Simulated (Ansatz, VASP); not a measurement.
## HfNb2O7 in VASP and in Ansatz

```
CELL_PARAMETERS angstrom
6.40076 0.19280 -0.05257
0.19280 6.70531 -0.09138
-0.05257 -0.09138 6.56384
ATOMIC_POSITIONS crystal
Hf 0.24890 0.65803 0.04419
Hf 0.02403 0.20429 0.32726
O 0.94553 0.66753 0.92972
O 0.52199 0.12415 0.92483
O 0.98700 0.47018 0.57857
O 0.42173 0.16949 0.49380
O 0.69169 0.78747 0.51004
O 0.46165 0.87678 0.15206
O 0.06692 0.82893 0.30030
O 0.09898 0.05770 0.56001
O 0.26285 0.43885 0.26789
O 0.70167 0.48046 0.20111
O 0.75251 0.10790 0.26949
O 0.12228 0.15832 0.05731
O 0.33030 0.45191 0.87851
O 0.24726 0.79925 0.76110
Nb 0.75238 0.74297 0.17627
Nb 0.47730 0.22104 0.19632
Nb 0.29191 0.16255 0.74032
Nb 0.97715 0.73924 0.61406
```

Alike in both runs: task single point; functional PBE; k mesh 3 × 3 × 3; occupations fermi-dirac, width 0.2361 eV; no spin polarisation.

|  | VASP | Ansatz |
| --- | --- | --- |
| version | VASP 6.6.1 | Ansatz 0.2.0 |
| potentials or method | VASP PAW PBE potentials, release 64 (Hf_pv, O, Nb_sv), cutoff 520 eV | scalar-relativistic, plane waves, PAW |
| valence electrons in the cell | 156 | 188 |

VASP gave:

```
gap on the k mesh at the Fermi level (eV) : 1.80
least direct gap on the mesh (eV)         : 1.80
rms of the force components (eV/Å)        : 1.713
```

Problem. Estimate Ansatz's values.

Solution. gap on the k mesh at the Fermi level (eV): 1.80; least direct gap on the mesh (eV): 1.80; rms of the force components (eV/Å): 1.737.

Atom by atom the forces differ by 0.051 eV/Å (rms over components). With one functional, cell and mesh, what is left measures potentials, basis and numerics. VASP's potentials hold 156 valence electrons a cell and Ansatz's 188, so a difference there can come from the potentials and not from the codes.

Spin-orbit coupling is off throughout.
